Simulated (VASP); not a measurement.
Crystal: Au.

```xyz
1
Lattice="0.0000 2.0075 2.0075 2.0075 0.0000 2.0075 2.0075 2.0075 0.0000" Properties=species:S:1:pos:R:3 pbc="T T T"
Au    0.0000    0.0000    0.0000
```

Program: VASP 6.6.1. Alike in all runs: task single point; no spin polarisation; cell as given; cutoff (eV) 520; smearing fermi-dirac 0.05 eV.

Task: Order these runs on this cell by their pressure, lowest first.
A. level LDA; potentials or basis VASP PAW LDA potentials, release 64 (Au); k mesh 11 × 11 × 11
B. level PBEsol+D3(BJ); potentials or basis VASP PAW PBE potentials, release 64 (Au); k mesh 11 × 11 × 11
C. level r2SCAN50; potentials or basis VASP PAW PBE potentials, release 64 (Au); k mesh 6 × 6 × 6; grid for exact exchange (PRECFOCK) Normal
D. level revPBE+D3(BJ); potentials or basis VASP PAW PBE potentials, release 64 (Au); k mesh 11 × 11 × 11

Result: B (3.1 GPa), A (5.6 GPa), D (8.8 GPa), C (14.4 GPa).

Caveats: some runs use coarse meshes; the PAW data sets were made with another functional, which shifts forces and pressure a little (some runs); pairwise dispersion overbinds metals, which lowers pressure and volume (some runs).
